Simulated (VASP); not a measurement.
Wanted: the native input for a VASP 6.6.1 run.

- Task: single point
- Functional: PBE
- Potentials or basis: VASP PAW PBE potentials, release 64 (Be, S, O)
- Cutoff: 600 eV
- k mesh: 14 × 14 × 12
- Occupations: gaussian, width 0.1 eV
- Spin: no spin polarisation
- Dipole correction: no
- Further INCAR settings: ALGO = Normal; EDIFF = 1e-06; NBANDS = 14

The structure of BeSO lies in POSCAR:

```
BeSO
1.0
    3.3664269498      0.0000000000      0.0000000000
    0.0000000000      3.3664269498      0.0000000000
    0.0000000000      0.0000000000      3.7526953213
Be S O
1 1 1
Direct
    0.0000000000      0.0000000000      0.5000000000
    0.0000000000      0.0000000000      0.0000000000
    0.5000000000      0.5000000000      0.0000000000
```

These files were run (other wordings do the same):

INCAR

```
SYSTEM = BeSO
PREC = Accurate
ENCUT = 600
EDIFF = 1E-6
ISMEAR = 0
SIGMA = 0.1
LREAL = .FALSE.
LASPH = .TRUE.
NELM = 120
ALGO = Normal
ISIF = 2
LWAVE = .FALSE.
LCHARG = .FALSE.
GGA = PE
NBANDS = 14
GGA_COMPAT = .FALSE.
```

KPOINTS

```
regular mesh
0
G
  14 14 12
  0 0 0
```

Potentials or basis: VASP PAW PBE potentials, release 64 (Be, S, O).

Command:

```console
$ cat potpaw_PBE.64/Be/POTCAR potpaw_PBE.64/S/POTCAR potpaw_PBE.64/O/POTCAR > POTCAR
$ mpirun -np 1 vasp_std > vasp.out
```

It gave:

| Item | Value |
| --- | --- |
| Pressure | -0.2 GPa |
| Band gap on the k mesh | zero (band 7 reaches 5.57 eV, above the bottom of band 8 at 1.98 eV) |

It took 52 s on 1 thread of Intel(R) Xeon(R) 6975P-C (Granite Rapids), on a shared host, peak memory 0.3 GiB.
